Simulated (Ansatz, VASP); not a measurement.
Pb: VASP beside Ansatz

File INCAR:

```
SYSTEM = Pb
PREC     = Accurate       ! precision mode
ENCUT    = 520            ! plane-wave cutoff, eV
EDIFF    = 1E-6           ! SCF threshold, eV
ISMEAR   = -1             ! smearing method
SIGMA    = 0.1            ! smearing width, eV
LREAL    = .FALSE.        ! projectors in reciprocal space
LASPH    = .TRUE.         ! aspherical terms in the spheres
NELM     = 80             ! most SCF steps
ALGO     = Normal         ! electronic algorithm
ISIF     = 2              ! what is computed and relaxed
LWAVE    = .FALSE.        ! write WAVECAR
LCHARG   = .FALSE.        ! write CHGCAR
GGA      = RP             ! functional
NBANDS   = 13             ! bands
```

Contents of KPOINTS:

```
Automatic mesh
0
G
  11 11 11
  0 0 0
```

Contents of POSCAR:

```
Pb
1.0
    3.4236409597      0.0000000000      0.0000000000
    0.0000000000      3.4236409597      0.0000000000
    0.0000000000      0.0000000000      3.4236409597
Pb
1
Direct
    0.0000000000      0.0000000000      0.0000000000
```

Input for Ansatz:

```yaml
crystal:
  lattice:
    - [3.4236409597, 0.0, 0.0]
    - [0.0, 3.4236409597, 0.0]
    - [0.0, 0.0, 3.4236409597]
  atoms:
    - { symbol: Pb, position: [0.0, 0.0, 0.0] }
hamiltonian:
  xc: rpbe
  pseudopotentials:
    kind: paw
    azcp:
      Pb: "pseudopotentials/Pb.paw.azcp"
basis:
  ecutwfc: 420
  fft_grid_basis: typed
kpoints:
  mp_grid: { grid: [11, 11, 11], shift: [0, 0, 0] }
magnetization:
  spin_polarized: false
scf:
  occupations: { method: fermi_dirac, width: 0.1 }
  lower_state_search: "off"
output:
  stress: true
```

Alike in both runs: task single point; functional RPBE; k mesh 11 × 11 × 11; occupations fermi-dirac, width 0.1 eV; no spin polarisation.

|  | VASP | Ansatz |
| --- | --- | --- |
| version | VASP 6.6.1 | Ansatz 0.2.0 |
| potentials or method | VASP PAW PBE potentials, release 64 (Pb_d), cutoff 520 eV | plane waves (420 eV) with PAW, scalar-relativistic |
| valence electrons in the cell | 14 | 14 |

|  | VASP | Ansatz | Ansatz less VASP |
| --- | --- | --- | --- |
| pressure (GPa) | -2.6 | -2.6 | +0.04 |

VASP's potentials were made for PBE, not for RPBE. The functional is the same, so the differences come from potentials, cutoffs and numerics.

Neither program's run includes spin-orbit coupling.
